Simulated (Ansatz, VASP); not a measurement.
# Two plane-wave programs on Li2S

POSCAR

```
Li2S
1.0
    0.0000000000      2.8453387179      2.8453387179
    2.8453387179      0.0000000000      2.8453387179
    2.8453387179      2.8453387179      0.0000000000
Li S
2 1
Direct
    0.2500000000      0.2500000000      0.2500000000
    0.7500000000      0.7500000000      0.7500000000
    0.0000000000      0.0000000000      0.0000000000
```

File INCAR.step1:

```
SYSTEM = Li2S
PREC = Accurate ; ENCUT = 830
ISMEAR = 0 ; SIGMA = 0.05
LREAL = .False. ; LASPH = .True.
NELM = 120 ; NBANDS = 13
GGA = PE ; ALGO = Normal
EDIFF = 1E-5 ; LWAVE = .True.
LCHARG = .False. ; GGA_COMPAT = .False.
```

INCAR.step2

```
SYSTEM = Li2S
PREC = Accurate ; ENCUT = 830
EDIFF = 1E-6 ; ISMEAR = 0
SIGMA = 0.05 ; LREAL = .False.
LASPH = .True. ; NELM = 120
ALGO = Normal ; ISIF = 2
LWAVE = .False. ; LCHARG = .False.
METAGGA = R2SCAN ; LMIXTAU = .True.
NBANDS = 13 ; ISTART = 1
GGA_COMPAT = .False.
```

Contents of KPOINTS:

```
regular mesh
0
Gamma
  8 8 8
  0 0 0
```

Input for Ansatz:

```yaml
crystal:
  lattice:
    - [0.0, 2.8453387179, 2.8453387179]
    - [2.8453387179, 0.0, 2.8453387179]
    - [2.8453387179, 2.8453387179, 0.0]
  atoms:
    - { symbol: Li, position: [0.25, 0.25, 0.25] }
    - { symbol: Li, position: [0.75, 0.75, 0.75] }
    - { symbol: S, position: [0.0, 0.0, 0.0] }
basis:
  ecutwfc: 500
  ecutrho_ratio: 4
kpoints:
  mp_grid: { grid: [8, 8, 8] }
hamiltonian:
  xc: r2scan
scf:
  occupations: { method: gaussian, width: 0.05 }
output:
  forces: true
  stress: true
  eigenvalues: true
```

Alike in both runs: task single point; functional r2SCAN; k mesh 8 × 8 × 8; occupations gaussian, width 0.05 eV; no spin polarisation.

|  | VASP | Ansatz |
| --- | --- | --- |
| version | VASP 6.6.1 | Ansatz 0.2.0 |
| potentials or method | VASP PAW PBE potentials, release 64 (Li_sv, S), cutoff 830 eV | scalar-relativistic, plane waves, PAW |
| valence electrons in the cell | 12 | 12 |

|  | VASP | Ansatz | Ansatz less VASP |
| --- | --- | --- | --- |
| gap on the k mesh at the Fermi level (eV) | 3.86 | 3.87 | +0.017 |
| least direct gap on the mesh (eV) | 5.05 | 4.96 | -0.093 |
| pressure (GPa) | -0.2 | 0.0 | +0.21 |

VASP's potentials were made for PBE, not for r2SCAN.
